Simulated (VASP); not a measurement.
# MoS2 (P-6m2) in VASP: further runs, part 2 of 3

VASP 6.6.1.

### Step 3. Single point, PBE+D3(BJ) (strain +0.0250 x Voigt [0, 0, 1, 0, 0, 0])

The input, INCAR:

```
SYSTEM = MoS2
ALGO = Normal
EDIFF = 1E-6
ENCUT = 520
GGA = PE
ISIF = 2
ISMEAR = 0
IVDW = 12
LASPH = .TRUE.
LCHARG = .TRUE.
LELF = .TRUE.
LREAL = .FALSE.
LVHAR = .TRUE.
LWAVE = .FALSE.
NBANDS = 20
NELM = 60
PREC = Accurate
SIGMA = 0.05
```

The input, KPOINTS:

```
k-points
0
G
  12 12 4
  0 0 0
```

The input, POSCAR:

```
MoS2
1.0
    3.1497239970      0.0000000000      0.0000000000
   -1.5748619985      2.7277409963      0.0000000000
    0.0000000000      0.0000000000      6.8137312267
Mo S
1 2
Direct
    0.0000000000      0.0000000000      0.0000000000
    0.3333333333      0.6666666667      0.2356692374
    0.3333333333      0.6666666667      0.7643307626
```

Potentials or basis: VASP PAW PBE potentials, release 64 (Mo_sv, S).

On the command line:

```
$ cat potpaw_PBE.64/Mo_sv/POTCAR potpaw_PBE.64/S/POTCAR > POTCAR
$ mpirun -np 1 vasp_std > vasp.out
```

OUTCAR:

```text
SYSTEM = MoS2
   EDIFF = 1E-6
   ENCUT = 520
   GGA = PE
   ISIF = 2
   ISMEAR = 0
   IVDW = 12
   LASPH = .TRUE.
   LREAL = .FALSE.
   NELM = 60
   PREC = Accurate
 IVDW          = 12

 ion  position               nearest neighbor table
   1  0.000  0.000  0.000-   2 2.43   3 2.43   2 2.43   3 2.43   2 2.43   3 2.43
   2  0.333  0.667  0.236-   1 2.43   1 2.43   1 2.43
   3  0.333  0.667  0.764-   1 2.43   1 2.43   1 2.43

  LATTYP: Found a hexagonal cell.
 ALAT       =     3.1497239970
 C/A-ratio  =     2.1632788248

  Lattice vectors:

 A1 = (   3.1497239970,   0.0000000000,   0.0000000000)
 A2 = (  -1.5748619985,   2.7277409963,   0.0000000000)
 A3 = (   0.0000000000,   0.0000000000,   6.8137312267)

Analysis of symmetry for initial positions (statically):
=====================================================================
 Subroutine PRICEL returns:
 Original cell was already a primitive cell.

 Routine SETGRP: Setting up the symmetry group for a
 hexagonal supercell.

 Subroutine GETGRP returns: Found 12 space group operations
 (whereof 12 operations were pure point group operations)
 out of a pool of 24 trial point group operations.

The static configuration has the point symmetry D_3h.

Analysis of symmetry for dynamics (positions and initial velocities):
=====================================================================
 Subroutine PRICEL returns:
 Original cell was already a primitive cell.

 Routine SETGRP: Setting up the symmetry group for a
 hexagonal supercell.

 Subroutine GETGRP returns: Found 12 space group operations
 (whereof 12 operations were pure point group operations)
 out of a pool of 24 trial point group operations.

The dynamic configuration has the point symmetry D_3h.

 Subroutine INISYM returns: Found 12 space group operations
 (whereof 12 operations are pure point group operations),
 and found     1 'primitive' translations

----------------------------------------------------------------------------------------

                                     Primitive cell

  volume of cell :      58.5411

  direct lattice vectors                    reciprocal lattice vectors
     3.149723997  0.000000000  0.000000000     0.317488136  0.183301861  0.000000000
    -1.574861999  2.727740996  0.000000000     0.000000000  0.366603721  0.000000000
     0.000000000  0.000000000  6.813731227     0.000000000  0.000000000  0.146762466

  length of vectors
     3.149723997  3.149723997  6.813731227     0.366603721  0.366603721  0.146762466

  position of ions in fractional coordinates (direct lattice)
     0.000000000  0.000000000  0.000000000
     0.333333333  0.666666667  0.235669237
     0.333333333  0.666666667  0.764330763

  ion indices of the primitive-cell ions
   primitive index   ion index
                 1           1
                 2           2
                 3           3

----------------------------------------------------------------------------------------

 KPOINTS: k-points

Automatic generation of k-mesh.
 Grid dimensions read from file:
 generate k-points for:   12   12    4

 Generating k-lattice:

  Cartesian coordinates                     Fractional coordinates (reciprocal lattice)
     0.026457345  0.015275155  0.000000000     0.083333333  0.000000000  0.000000000
     0.000000000  0.030550310  0.000000000     0.000000000  0.083333333  0.000000000
     0.000000000  0.000000000  0.036690617     0.000000000  0.000000000  0.250000000

  Length of vectors
     0.030550310  0.030550310  0.036690617

  Shift w.r.t. Gamma in fractional coordinates (k-lattice)
     0.000000000  0.000000000  0.000000000

 Subroutine IBZKPT returns following result:
 ===========================================

 Found     57 irreducible k-points:

 Following reciprocal coordinates:
            Coordinates               Weight
  0.000000  0.000000  0.000000      1.000000
  0.083333 -0.000000  0.000000      6.000000
  0.166667 -0.000000  0.000000      6.000000
  0.250000 -0.000000  0.000000      6.000000
  0.333333 -0.000000  0.000000      6.000000
  0.416667 -0.000000  0.000000      6.000000
[... 16 lines left out ...]
  0.250000 -0.000000  0.250000     12.000000
  0.333333 -0.000000  0.250000     12.000000
 [... further k-points ...]
   k-points           NKPTS =     57   k-points in BZ     NKDIM =     57   number of bands    NBANDS=     20
   number of dos      NEDOS =    301   number of ions     NIONS =      3
   total plane-waves  NPLWV =  31104
   dimension x,y,z NGX =    24 NGY =   24 NGZ =   54
   dimension x,y,z NGXF=    48 NGYF=   48 NGZF=  108
   ions per type =               1   2
   NGX,Y,Z   is equivalent  to a cutoff of  12.67, 12.67, 13.18 a.u.
   NGXF,Y,Z  is equivalent  to a cutoff of  25.33, 25.33, 26.35 a.u.
 SYSTEM =  MoS2
   PREC   = accura    normal or accurate (medium, high low for compatibility)
   ISTART =      0    job   : 0-new  1-cont  2-samecut
   ICHARG =      2    charge: 1-file 2-atom 10-const
   ISPIN  =      1    spin polarized calculation?
   LNONCOLLINEAR =      F non collinear calculations
   LSORBIT =      F    spin-orbit coupling
   LASPH  =      T    aspherical Exc in radial PAW
   ENCUT  =  520.0 eV  38.22 Ry    6.18 a.u.   5.86  5.86 12.67*2*pi/ulx,y,z
   NELM   =     60;   NELMIN=  2; NELMDL= -5     # of ELM steps
   EDIFF  = 0.1E-05   stopping-criterion for ELM
   LREAL  =      F    real-space projection
   EDIFFG = 0.1E-04   stopping-criterion for IOM
   NSW    =      0    number of steps for IOM
   IBRION =     -1    ionic relax: 0-MD 1-quasi-New 2-CG
   NFREE  =      0    steps in history (QN), initial steepest desc. (CG)
   ISIF   =      2    stress and relaxation
   ISYM   =      2    0-nonsym 1-usesym 2-fastsym
   POTIM  = 0.5000    time-step for ionic-motion
   TEBEG  =    0.0;   TEEND  =   0.0 temperature during run
   PSTRESS=    0.0 pullay stress
   NELECT =      26.0000    total number of electrons
   NUPDOWN=      -1.0000    fix difference up-down
   EMIN   =  10.00;   EMAX   =-10.00  energy-range for DOS
   EFERMI =   0.00;   METHOD = LEGACY
   ISMEAR =     0;   SIGMA  =   0.05  broadening in eV -4-tet -1-fermi 0-gaus
   EFERMI_NEDOS =   21; number of points for ismear=-14 and -15
   IALGO  =     38    algorithm
   IMIX   =      4    mixing-type and parameters
     AMIX     =   0.40;   BMIX     =  1.00
     AMIX_MAG =   1.60;   BMIX_MAG =  1.00
  volume/ion in A,a.u.               =      19.51       131.68
  Fermi-wavevector in a.u.,A,eV,Ry     =   1.249048  2.360358 21.226728  1.560120
  Thomas-Fermi vector in A             =   2.383106
   LORBIT       =      0    0 simple, 1 ext, 2 COOP (PROOUT), +10 PAW based schemes
   GGA     = PE    functional components
   LHFCALC =     F    Hartree Fock is set to
   AEXX    =    0.0000 exact exchange contribution
   IVDW    =    12    specifies the selected vdW correction
   LEPSILON=     F    determine dielectric tensor
   LRPA    =     F    only Hartree local field effects (RPA)
 non-spin polarized calculation
 Gauss-broadening in eV      SIGMA  =   0.05
  energy-cutoff  :      520.00
  volume of cell :       58.54
 maximum number of plane-waves:      1596
 NGX is ok and might be reduce to    24
   NGX = 11   NGY = 11   NGZ = 25

 number of electron      26.0000001 magnetization

 Free energy of the ion-electron system (eV)
  ---------------------------------------------------
  ext. energy  EPLUGINS =         0.00000000
  ---------------------------------------------------
  free energy    TOTEN  =       -21.79462627 eV

  energy without entropy =      -21.79462627  energy(sigma->0) =      -21.79462627

 E-fermi :   6.3651     XC(G=0): -10.1773

 val. band max:        5.9863993565   @ k =   0.0000   0.0000   0.5000
 cond. band min:       7.3064849684   @ k =   0.1667   0.1667   0.0000
 fundamental gap:      1.3200856119
 Fermi energy:         6.3651343180

 k-point     1 :       0.0000    0.0000    0.0000
  band No.  band energies     occupation
      1     -55.0804      2.00000
      2     -29.2329      2.00000
      3     -28.9808      2.00000
      4     -28.9808      2.00000
      5      -8.3490      2.00000
      6      -7.0424      2.00000
[... 12 lines left out ...]
     19      13.7384      0.00000
[... 513 lines left out ...]
      4     -29.0509      2.00000
      5      -6.9397      2.00000
      6      -6.4949      2.00000
[... 12 lines left out ...]
     19      13.6739      0.00000
     20      14.4367      0.00000

 [... further k-points ...]

------------------------ aborting loop because EDIFF is reached ----------------------------------------

 Edisp (eV)   -1.16521

 E8    (eV) :    -0.4712

  FORCE on cell =-STRESS in cart. coord.  units (eV):
  Direction    XX          YY          ZZ          XY          YZ          ZX
  --------------------------------------------------------------------------------------
  -------------------------------------------------------------------------------------
  Total      -0.78042    -0.78042    -2.44460    -0.00000    -0.00000     0.00000
  in kB     -21.35875   -21.35875   -66.90482    -0.00000    -0.00000     0.00000
  external pressure =      -36.54 kB  Pullay stress =        0.00 kB

 VOLUME and BASIS-vectors are now :
 -----------------------------------------------------------------------------
  energy-cutoff  :      520.00
  volume of cell :       58.54
      direct lattice vectors                 reciprocal lattice vectors
     3.149723997  0.000000000  0.000000000     0.317488136  0.183301861  0.000000000
    -1.574861999  2.727740996  0.000000000     0.000000000  0.366603721  0.000000000
     0.000000000  0.000000000  6.813731227     0.000000000  0.000000000  0.146762466

 POSITION                                       TOTAL-FORCE (eV/Angst)
 -----------------------------------------------------------------------------------
      0.00000      0.00000      0.00000         0.000000     -0.000000      0.000000
     -0.00000      1.81849      1.60579        -0.000000     -0.000000     -0.685602
     -0.00000      1.81849      5.20794        -0.000000      0.000000      0.685602
 -----------------------------------------------------------------------------------
    total drift:                                0.000000     -0.000000     -0.000000

  FREE ENERGIE OF THE ION-ELECTRON SYSTEM (eV)
  ---------------------------------------------------
  free  energy   TOTEN  =       -22.9598399047 eV

  energy  without entropy=      -22.9598399047  energy(sigma->0) =      -22.95983990
```

Wall time 2.4 min (1 thread of AMD EPYC 7R13, shared host); peak memory 0.2 GiB.

Results:

* Free energy: -22.9598 eV
* Pressure: -3.7 GPa
* Largest force: 0.686 eV/Å
* Band gap on the k mesh: 1.32 eV, indirect (least direct gap 1.83 eV)
* Dispersion energy per atom: -0.388 eV

Forces in eV/Å, atoms in the order of the input:
```
Mo   0.000  0.000  0.000
S    0.000  0.000 -0.686
S    0.000  0.000  0.686
```

Caveat: the cell differs from its parent crystal (strain +0.0250 x Voigt [0, 0, 1, 0, 0, 0]). A k mesh can miss the band edges.

### Step 4. Single point, PBE+D3(BJ) (strain +0.0500 x Voigt [0, 0, 1, 0, 0, 0])

The input, INCAR:

```
ALGO = Normal
EDIFF = 1E-6
ENCUT = 520
GGA = PE
ISIF = 2
ISMEAR = 0
IVDW = 12
LASPH = True
LCHARG = False
LREAL = False
LWAVE = False
NBANDS = 20
NELM = 60
PREC = Accurate
SIGMA = 0.05
```

The input, KPOINTS:

```
k-points
0
Gamma
  12 12 4
```

Changes to POSCAR since step 3:

```diff
@@ -4,3 +4,3 @@
    -1.5748619985      2.7277409963      0.0000000000
-    0.0000000000      0.0000000000      6.8137312267
+    0.0000000000      0.0000000000      6.9799197932
 Mo S
```

On the command line:

```
$ cat potpaw_PBE.64/Mo_sv/POTCAR potpaw_PBE.64/S/POTCAR > POTCAR
$ mpirun -np 1 vasp_std > vasp.out
```

Run time: 2.1 min. Hardware: 1 thread of AMD EPYC 7R13, shared host; peak memory 0.19 GiB.

Results (log left out):

```
Free energy                : -22.8745 eV
Pressure                   : -6.7 GPa
Largest force              : 1.298 eV/Å
Band gap on the k mesh     : 1.34 eV, indirect (least direct gap 1.88 eV)
Dispersion energy per atom : -0.380 eV
```

Forces on the atoms (eV/Å):
```
Mo   0.000  0.000  0.000
S    0.000  0.000 -1.298
S    0.000  0.000  1.298
```

Stress tensor (GPa, compression positive):
```
 -3.78   0.00   0.00
  0.00  -3.78   0.00
  0.00   0.00 -12.46
```

Levels at points of the mesh, in eV from the valence-band top:
| k point | band 11 | band 12 | band 13 | band 14 | band 15 | band 16 |
| --- | --- | --- | --- | --- | --- | --- |
| (0.00, 0.00, 0.00) | -1.19 | -1.19 | -0.77 | 2.73 | 2.73 | 2.74 |
| (0.50, 0.00, 0.00) | -1.92 | -0.92 | -0.80 | 2.33 | 2.58 | 3.90 |
| (0.00, 0.00, 0.50) | -1.21 | -1.21 | -0.06 | 2.69 | 2.69 | 2.80 |
| (0.50, 0.00, 0.50) | -2.52 | -0.75 | -0.60 | 2.34 | 2.78 | 3.35 |

Caveat: the cell differs from its parent crystal (strain +0.0500 x Voigt [0, 0, 1, 0, 0, 0]); forces of over 1 eV/Å act on the atoms, so gaps and moduli don't describe the material at rest. A k mesh can miss the band edges.

### Step 5. Single point, PBE+D3(BJ) (strain +0.0750 x Voigt [0, 0, 1, 0, 0, 0])

The input, INCAR:

```
PREC = Accurate
ENCUT = 520
EDIFF = 1E-6
ISMEAR = 0
SIGMA = 0.05
LREAL = False
LASPH = True
NELM = 60
ALGO = Normal
ISIF = 2
LWAVE = False
LCHARG = False
GGA = PE
IVDW = 12
NBANDS = 20
```

The input, KPOINTS:

```
regular mesh
0
Gamma
  12 12 4
```

Changes to POSCAR since step 4:

```diff
@@ -4,3 +4,3 @@
    -1.5748619985      2.7277409963      0.0000000000
-    0.0000000000      0.0000000000      6.9799197932
+    0.0000000000      0.0000000000      7.1461083597
 Mo S
```

On the command line:

```
$ cat potpaw_PBE.64/Mo_sv/POTCAR potpaw_PBE.64/S/POTCAR > POTCAR
$ mpirun -np 1 vasp_std > vasp.out
```

Run time: 2.2 min. Hardware: 1 thread of AMD EPYC 7R13, shared host; peak memory 0.2 GiB.

The run converged. Its results:

```yaml
Free_energy: -22.7406 eV
Pressure: -9.3 GPa
Largest_force: 1.850 eV/Å
Band_gap_on_the_k_mesh: 1.23 eV, indirect (least direct gap 1.92 eV)
Dispersion_energy_per_atom: -0.372 eV
```

Forces on the atoms (eV/Å):
```
Mo   0.000  0.000  0.000
S    0.000  0.000 -1.850
S    0.000  0.000  1.850
```

Stress tensor (GPa, compression positive):
```
 -5.13   0.00   0.00
  0.00  -5.13   0.00
  0.00   0.00 -17.55
```

Levels at points of the mesh, in eV from the valence-band top:
```csv
k point,band 9,band 10,band 11,band 12,band 13,band 14,band 15,band 16,band 17,band 18
"(0.00, 0.00, 0.00)",-2.07,-1.69,-1.05,-1.05,-0.87,2.63,2.63,2.69,2.69,5.90
"(0.50, 0.00, 0.00)",-4.08,-2.73,-2.04,-0.93,-0.71,2.34,2.52,3.74,3.83,5.55
"(0.00, 0.00, 0.50)",-2.06,-2.06,-1.06,-1.06,-0.25,2.65,2.65,2.68,2.68,6.49
"(0.50, 0.00, 0.50)",-3.83,-2.75,-2.55,-0.67,-0.64,2.34,2.70,3.25,3.73,6.54
```

Caveat: the cell differs from its parent crystal (strain +0.0750 x Voigt [0, 0, 1, 0, 0, 0]); forces of over 1 eV/Å act on the atoms, so gaps and moduli don't describe the material at rest.

[end of part 2 of 3]
